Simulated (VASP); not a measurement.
Here is a VASP 6.6.1 calculation.

The input INCAR:

```
ALGO     = Normal         # electronic algorithm
EDIFF    = 1E-7           # SCF threshold, eV
ENCUT    = 520            # plane-wave cutoff, eV
GGA      = PE             # functional
ISIF     = 2              # what is computed and relaxed
ISMEAR   = -1             # smearing method
LASPH    = True           # aspherical terms in the spheres
LCHARG   = True           # write CHGCAR
LELF     = True           # ELF
LREAL    = False          # projectors in reciprocal space
LVHAR    = True         
LWAVE    = False          # write WAVECAR
NBANDS   = 14             # bands
NELM     = 60             # most SCF steps
PREC     = Accurate       # precision mode
SIGMA    = 0.05           # smearing width, eV
```

KPOINTS

```
k-points
0
Gamma
  11 11 6
```

The input POSCAR:

```
Re
1.0
    2.7750352766      0.0000000000      0.0000000000
   -1.3875176383      2.4032510459      0.0000000000
    0.0000000000      0.0000000000      4.4850477963
Re
2
Direct
    0.6666666667      0.3333333333      0.7500000000
    0.3333333333      0.6666666667      0.2500000000
```

Potentials or basis: VASP PAW PBE potentials, release 64 (Re).

Command:

```console
$ cat potpaw_PBE.64/Re/POTCAR > POTCAR
$ mpirun -np 1 vasp_std > vasp.out
```

(1) Predict the band gap on the k mesh.

(2) What does it give for the pressure?

Answers

(1) zero (bands 7 and 8 overlap by 2.96 eV).

(2) -0.7 GPa.

Caveat: spin-orbit coupling is left out, which moves the levels of the heavy elements.
